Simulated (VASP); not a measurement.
Wanted: the native input for a VASP 6.6.1 run.

```yaml
Task: single point
Functional: PBE
Potentials_or_basis: VASP PAW PBE potentials, release 64 (Cd)
Cutoff: 520 eV
k_mesh: 12 × 12 × 6
Occupations: methfessel-paxton, width 0.03 eV
Spin: no spin polarisation
Dipole_correction: no
Further_INCAR_settings: ALGO = Normal; EDIFF = 1e-06; NBANDS = 19
```

The structure of Cd lies in POSCAR:

```
Cd
1.0
    3.0007103730      0.0000000000      0.0000000000
   -1.5003551865      2.5986914124      0.0000000000
    0.0000000000      0.0000000000      5.9261569577
Cd
2
Direct
    0.3333333333      0.6666666667      0.2500000000
    0.6666666667      0.3333333333      0.7500000000
```

The input as run:

INCAR

```
ALGO = Normal
EDIFF = 1E-6
ENCUT = 520
GGA = PE
ISIF = 2
ISMEAR = 1
LASPH = True
LCHARG = False
LREAL = False
LWAVE = False
NBANDS = 19
NELM = 100
PREC = Accurate
SIGMA = 0.03
```

KPOINTS

```
k-points
0
Gamma
  12 12 6
```

Potentials or basis: VASP PAW PBE potentials, release 64 (Cd).

Run with:

```console
$ cat potpaw_PBE.64/Cd/POTCAR > POTCAR
$ mpirun -np 1 vasp_std > vasp.out
```

Results of the run:

```json
{
  "Pressure": "0.2 GPa",
  "Band gap on the k mesh": "zero (band 12 reaches 3.75 eV, above the bottom of band 13 at -0.36 eV)"
}
```

Run time: 30 s on 1 thread of Intel(R) Xeon(R) Platinum 8259CL CPU @ 2.50GHz (Skylake/Cascade Lake) (shared host), peak memory 0.2 GiB.
